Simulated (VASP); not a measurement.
Write the native input for VASP 6.6.1 that does the following.

| Item | Value |
| --- | --- |
| Task | single point |
| Functional | revPBE |
| Potentials or basis | VASP PAW PBE potentials, release 64 (Cs_sv) |
| Cutoff | 520 eV |
| k mesh | 8 × 8 × 8 |
| Occupations | fermi-dirac, width 0.1 eV |
| Spin | no spin polarisation |
| Dipole correction | no |
| Further INCAR settings | ALGO = Normal; EDIFF = 1e-07; NBANDS = 10 |

The structure of Cs lies in POSCAR:

```
Cs
1.0
    0.0000000000      4.0604874753      4.0604874753
    4.0604874753      0.0000000000      4.0604874753
    4.0604874753      4.0604874753      0.0000000000
Cs
1
Direct
    0.0000000000      0.0000000000      0.0000000000
```

This isn't the form of Cs at room conditions, which is bcc.

One way to write it, as run:

INCAR

```
SYSTEM = Cs
PREC = Accurate ; ENCUT = 520
EDIFF = 1E-7 ; ISMEAR = -1
SIGMA = 0.1 ; LREAL = .False.
LASPH = .True. ; NELM = 100
ALGO = Normal ; ISIF = 2
LWAVE = .False. ; LCHARG = .False.
GGA = RE ; NBANDS = 10
```

KPOINTS

```
regular mesh
0
Gamma
  8 8 8
  0 0 0
```

Potentials or basis: VASP PAW PBE potentials, release 64 (Cs_sv).

The run is started by

```sh
$ cat potpaw_PBE.64/Cs_sv/POTCAR > POTCAR
$ mpirun -np 1 vasp_std > vasp.out
```

It gave:

- Pressure: -0.1 GPa
- Band gap on the k mesh: zero (an odd number of electrons rules out a gap without spin polarisation)

Caveat: the PAW data sets were made with another functional, which shifts forces and pressure a little; spin-orbit coupling is left out, which moves the levels of the heavy elements.

Run time: 60 s on 1 thread of Intel(R) Xeon(R) Platinum 8488C (Sapphire Rapids), on a shared host, peak memory 0.3 GiB.
